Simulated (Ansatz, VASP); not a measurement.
# Two plane-wave programs on KCl

```xyz
2
Lattice="0.0000 3.0382 3.0382 3.0382 0.0000 3.0382 3.0382 3.0382 0.0000" Properties=species:S:1:pos:R:3 pbc="T T T"
K     0.0000    0.0000    0.0000
Cl    3.0382    3.0382    3.0382
```

Alike in both runs: functional LDA; k mesh 6 × 6 × 6; occupations gaussian, width 0.02 eV; no spin polarisation.

Ansatz relaxed the structure, and its values are those at the end. VASP's run is a single point on that final structure, the one shown.

```csv
,VASP,Ansatz
version,VASP 6.6.1,Ansatz 0.2.0
potentials or method,"VASP PAW LDA potentials, release 64 (K_sv, Cl), cutoff 500 eV","scalar-relativistic, plane waves, PAW"
valence electrons in the cell,16,16
```

VASP gave:

```
gap on the k mesh at the Fermi level (eV) : 5.12
least direct gap on the mesh (eV)         : 5.12
pressure (GPa)                            : 0.1
```

Question: Estimate Ansatz's values.

Answer: gap on the k mesh at the Fermi level (eV): 5.11; least direct gap on the mesh (eV): 5.11; pressure (GPa): 0.0.

LDA's correlation is that of Perdew and Zunger in VASP and of Perdew and Wang (1992) in Ansatz.
